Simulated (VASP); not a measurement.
# InSb (F-43m) in VASP: a series of runs, part 3 of 3

VASP 6.6.1. Earlier steps stand in the parts before.

## (6) Single point, r2SCAN, non-collinear spin, zero start, spin-orbit coupling (strain -3.0%)

Contents of POSCAR:

```
InSb
1.0
    0.0000000000      3.1811276270      3.1811276270
    3.1811276270      0.0000000000      3.1811276270
    3.1811276270      3.1811276270      0.0000000000
In Sb
1 1
Direct
    0.0000000000      0.0000000000      0.0000000000
    0.2500000000      0.2500000000      0.2500000000
```

Contents of INCAR.step1:

```
  PREC = Accurate
  ENCUT = 520
  ISMEAR = -1
  SIGMA = 0.02
  LREAL = F
  LASPH = T
  NELM = 150
  LNONCOLLINEAR = T
  MAGMOM = 0 0 0 0 0 0
  LSORBIT = T
  GGA_COMPAT = F
  NBANDS = 30
  GGA = PE
  ALGO = Normal
  EDIFF = 1E-4
  LWAVE = T
  LCHARG = F
```

Contents of INCAR.step2:

```
  PREC = Accurate
  ENCUT = 520
  EDIFF = 1E-7
  ISMEAR = -1
  SIGMA = 0.02
  LREAL = F
  LASPH = T
  NELM = 150
  ALGO = Normal
  ISIF = 2
  LWAVE = F
  LCHARG = T
  LNONCOLLINEAR = T
  MAGMOM = 0 0 0 0 0 0
  LORBIT = 11
  LSORBIT = T
  GGA_COMPAT = F
  LORBMOM = T
  METAGGA = R2SCAN
  LMIXTAU = T
  LVHAR = T
  NBANDS = 30
  ISTART = 1
```

Contents of KPOINTS:

```
regular mesh
0
Gamma
  6 6 6
```

Potentials or basis: VASP PAW PBE potentials, release 64 (In_d, Sb).

Started as:

```console
> cat potpaw_PBE.64/In_d/POTCAR potpaw_PBE.64/Sb/POTCAR > POTCAR
> cp INCAR.step1 INCAR
> mpirun -np 1 vasp_ncl > vasp.out
> cp INCAR.step2 INCAR
> mpirun -np 1 vasp_ncl > vasp.out
```

OUTCAR:

```text
PREC = Accurate
   ENCUT = 520
   EDIFF = 1E-7
   ISMEAR = -1
   LREAL = F
   LASPH = T
   NELM = 150
   ISIF = 2
   LNONCOLLINEAR = T
   LORBIT = 11
   LSORBIT = T
   METAGGA = R2SCAN
   ISTART = 1

 ion  position               nearest neighbor table
   1  0.000  0.000  0.000-   2 2.75   2 2.75   2 2.75   2 2.75
   2  0.250  0.250  0.250-   1 2.75   1 2.75   1 2.75   1 2.75

  LATTYP: Found a face centered cubic cell.
 ALAT       =     6.3622552540

  Lattice vectors:

 A1 = (   0.0000000000,   3.1811276270,   3.1811276270)
 A2 = (   3.1811276270,   0.0000000000,   3.1811276270)
 A3 = (   3.1811276270,   3.1811276270,   0.0000000000)

Analysis of symmetry for initial positions (statically):
=====================================================================
 Subroutine PRICEL returns:
 Original cell was already a primitive cell.

 Routine SETGRP: Setting up the symmetry group for a
 face centered cubic supercell.

 Subroutine GETGRP returns: Found 24 space group operations
 (whereof 24 operations were pure point group operations)
 out of a pool of 48 trial point group operations.

The static configuration has the point symmetry T_d .

Analysis of symmetry for dynamics (positions and initial velocities):
=====================================================================
 Subroutine PRICEL returns:
 Original cell was already a primitive cell.

 Routine SETGRP: Setting up the symmetry group for a
 face centered cubic supercell.

 Subroutine GETGRP returns: Found 24 space group operations
 (whereof 24 operations were pure point group operations)
 out of a pool of 48 trial point group operations.

The dynamic configuration has the point symmetry T_d .

Analysis of structural, dynamic, and magnetic symmetry:
=====================================================================
 Subroutine PRICEL returns:
 Original cell was already a primitive cell.

 Routine SETGRP: Setting up the symmetry group for a
 face centered cubic supercell.

 Subroutine GETGRP returns: Found 24 space group operations
 (whereof 24 operations were pure point group operations)
 out of a pool of 48 trial point group operations.

The overall configuration has the point symmetry T_d .

 Subroutine INISYM returns: Found 24 space group operations
 (whereof 24 operations are pure point group operations),
 and found     1 'primitive' translations

----------------------------------------------------------------------------------------

                                     Primitive cell

  volume of cell :      64.3833

  direct lattice vectors                    reciprocal lattice vectors
     0.000000000  3.181127627  3.181127627    -0.157176969  0.157176969  0.157176969
     3.181127627  0.000000000  3.181127627     0.157176969 -0.157176969  0.157176969
     3.181127627  3.181127627  0.000000000     0.157176969  0.157176969 -0.157176969

  length of vectors
     4.498793834  4.498793834  4.498793834     0.272238497  0.272238497  0.272238497

  position of ions in fractional coordinates (direct lattice)
[... 861 lines left out ...]
  Direction    XX          YY          ZZ          XY          YZ          ZX
  --------------------------------------------------------------------------------------
  -------------------------------------------------------------------------------------
  Total        1.9574024      1.9574024      1.9574024      0.0000000      0.0000000     -0.0000000
  in kB       48.7099207     48.7099207     48.7099207      0.0000000      0.0000000     -0.0000000
  external PRESSURE =      48.7099207 kB  Pullay stress =       0.0000000 kB

 VOLUME and BASIS-vectors are now :
 -----------------------------------------------------------------------------
  energy-cutoff  :      520.00
  volume of cell :       64.38
      direct lattice vectors                 reciprocal lattice vectors
     0.000000000  3.181127627  3.181127627    -0.157176969  0.157176969  0.157176969
     3.181127627  0.000000000  3.181127627     0.157176969 -0.157176969  0.157176969
     3.181127627  3.181127627  0.000000000     0.157176969  0.157176969 -0.157176969

 POSITION                                       TOTAL-FORCE (eV/Angst)
 -----------------------------------------------------------------------------------
      0.00000      0.00000      0.00000         0.000000      0.000000      0.000000
      1.59056      1.59056      1.59056        -0.000000     -0.000000     -0.000000
 -----------------------------------------------------------------------------------
    total drift:                               -0.000000     -0.000000      0.000000

  FREE ENERGIE OF THE ION-ELECTRON SYSTEM (eV)
  ---------------------------------------------------
  free  energy   TOTEN  =       -48.7569113092 eV

  energy  without entropy=      -48.7569103880  energy(sigma->0) =      -48.75691085

 orbital moment (x)

 # of ion     p       d       tot
 ----------------------------------------
  1         0.000  -0.000   0.000
  2         0.000   0.000   0.000
 ----------------------------------------
            0.000  -0.000   0.000

 orbital moment (y)

 # of ion     p       d       tot
 ----------------------------------------
  1        -0.000  -0.000  -0.000
  2         0.000   0.000   0.000
 ----------------------------------------
            0.000  -0.000   0.000

 orbital moment (z)

 # of ion     p       d       tot
 ----------------------------------------
  1         0.000   0.000   0.000
  2         0.000   0.000   0.000
 ----------------------------------------
            0.000   0.000   0.000

 Spin-Orbit-Coupling matrix elements

 Ion:    1  E_soc:     -0.0730810
 l=   1
     0.0000000    -0.0059297    -0.0059297
    -0.0059297     0.0000000    -0.0059297
    -0.0059297    -0.0059297     0.0000000
 l=   2
     0.0000000    -0.0012539     0.0000000    -0.0012539    -0.0049966
    -0.0012539     0.0000000    -0.0037474    -0.0012539    -0.0012491
     0.0000000    -0.0037474     0.0000000    -0.0037474     0.0000000
    -0.0012539    -0.0012539    -0.0037474     0.0000000    -0.0012491
    -0.0049966    -0.0012491     0.0000000    -0.0012491     0.0000000
 l=   3
     0.0000000     0.0000000     0.0000000     0.0000000     0.0000000     0.0000000     0.0000000
     0.0000000     0.0000000     0.0000000     0.0000000     0.0000000     0.0000000     0.0000000
     0.0000000     0.0000000     0.0000000     0.0000000     0.0000000     0.0000000     0.0000000
     0.0000000     0.0000000     0.0000000     0.0000000     0.0000000     0.0000000     0.0000000
     0.0000000     0.0000000     0.0000000     0.0000000     0.0000000     0.0000000     0.0000000
     0.0000000     0.0000000     0.0000000     0.0000000     0.0000000     0.0000000     0.0000000
     0.0000000     0.0000000     0.0000000     0.0000000     0.0000000     0.0000000     0.0000000

 Ion:    2  E_soc:     -0.1174226
 l=   1
     0.0000000    -0.0194697    -0.0194697
    -0.0194697     0.0000000    -0.0194697
    -0.0194697    -0.0194697     0.0000000
 l=   2
     0.0000000    -0.0000389     0.0000000    -0.0000389    -0.0000619
    -0.0000389     0.0000000    -0.0000464    -0.0000389    -0.0000155
     0.0000000    -0.0000464     0.0000000    -0.0000464     0.0000000
    -0.0000389    -0.0000389    -0.0000464     0.0000000    -0.0000155
    -0.0000619    -0.0000155     0.0000000    -0.0000155     0.0000000
 l=   3
     0.0000000     0.0000000     0.0000000     0.0000000     0.0000000     0.0000000     0.0000000
     0.0000000     0.0000000     0.0000000     0.0000000     0.0000000     0.0000000     0.0000000
     0.0000000     0.0000000     0.0000000     0.0000000     0.0000000     0.0000000     0.0000000
     0.0000000     0.0000000     0.0000000     0.0000000     0.0000000     0.0000000     0.0000000
     0.0000000     0.0000000     0.0000000     0.0000000     0.0000000     0.0000000     0.0000000
     0.0000000     0.0000000     0.0000000     0.0000000     0.0000000     0.0000000     0.0000000
     0.0000000     0.0000000     0.0000000     0.0000000     0.0000000     0.0000000     0.0000000

 total charge

# of ion       s       p       d       tot
------------------------------------------
    1        0.856   0.812   9.871  11.539
    2        1.102   1.406   0.024   2.532
--------------------------------------------------
tot          1.958   2.217   9.895  14.070

 magnetization (x)

# of ion       s       p       d       tot
------------------------------------------
    1        0.000   0.000   0.000   0.000
    2        0.000   0.000   0.000   0.000
--------------------------------------------------
tot          0.000   0.000   0.000   0.000

 magnetization (y)

# of ion       s       p       d       tot
------------------------------------------
    1        0.000   0.000  -0.000  -0.000
    2        0.000   0.000   0.000   0.000
--------------------------------------------------
tot          0.000   0.000  -0.000  -0.000

 magnetization (z)

# of ion       s       p       d       tot
------------------------------------------
    1        0.000  -0.000   0.000   0.000
    2        0.000  -0.000  -0.000  -0.000
--------------------------------------------------
tot          0.000  -0.000  -0.000   0.000
```

Run time: 14 min. Hardware: 1 thread of AMD EPYC 7R13, shared host; peak memory 0.49 GiB.

What came out:

- Free energy: -48.7569 eV
- Pressure: 4.9 GPa
- Net moment: 0.00 μB per cell
- Valence electrons inside the program's atomic spheres: In 11.54; Sb 2.53

Moments on the atoms (μB; x, y, z):
```
In  0.00 0.00 0.00
Sb  0.00 0.00 0.00
```

Caveat: the cell differs from its parent crystal (strain -3.0%); the cell stands under pressure; the PAW data sets were made with another functional, which shifts forces and pressure a little.

## (7) The runs side by side

```tsv
spin	cell	gap on the mesh (eV)	pressure (GPa)	moment (μB)
off	a = 4.731 Å, angles 60.0°, 2 atoms	none	-2.2	-
off	a = 4.777 Å, angles 60.0°, 2 atoms	none	-3.1	-
off	a = 4.823 Å, angles 60.0°, 2 atoms	none	-3.8	-
non-collinear, zero start, SOC	a = 4.452 Å, angles 60.0°, 2 atoms	-	7.1	0.00
non-collinear, zero start, SOC	a = 4.499 Å, angles 60.0°, 2 atoms	-	4.9	0.00
```

Alike in all rows: task single point; level r2SCAN; potentials or basis VASP PAW PBE potentials, release 64 (In_d, Sb); k mesh 6 × 6 × 6; cutoff (eV) 520; smearing fermi-dirac 0.02 eV.

Caveats: the PAW data sets were made with another functional, which shifts forces and pressure a little; semilocal functionals underestimate gaps, and a narrow one can read as zero (at least some runs); spin-orbit coupling is left out, which moves the levels of the heavy elements (at least some runs); the cell stands under tension (at least some runs); the cell stands under pressure (at least some runs).

Absolute energies hang on the potentials; compare differences alone.
